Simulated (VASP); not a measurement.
Crystal: SnO.

```
Sn O
1.0
     3.79265    0.00000    0.00000
     0.00000    3.79265    0.00000
     0.00000    0.00000    4.75821
Sn O
2 2
Direct
  0.50000 0.00000 0.24103
  0.00000 0.50000 0.75897
  0.00000 0.00000 0.00000
  0.50000 0.50000 0.00000
```

Base run:

```yaml
Program: VASP 6.6.1
Functional: PBE
Potentials_or_basis: VASP PAW PBE potentials, release 64 (Sn_d, O)
Cutoff: 520 eV
k_mesh: 6 × 6 × 6
Occupations: fermi-dirac, width 0.02 eV
Spin: no spin polarisation
```

Its results: band gap on the k mesh zero (bands 20 and 21 overlap by 0.06 eV); pressure 5.6 GPa; largest force 0.583 eV/Å.

The run is repeated on the same cell with these changes: functional from PBE to LDA; potentials or basis from VASP PAW PBE potentials, release 64 (Sn_d, O) to VASP PAW LDA potentials, release 64 (Sn_d, O). What comes out?

Band gap on the k mesh 0.01 eV (least direct gap 1.87 eV); pressure -1.5 GPa; largest force 0.009 eV/Å.

Caveats: semilocal functionals underestimate gaps, and a narrow one can read as zero; spin-orbit coupling is left out, which moves the levels of the heavy elements; the cell stands under pressure (at least some runs); the smearing spreads over this small gap (at least some runs).

A k mesh can miss the band edges.
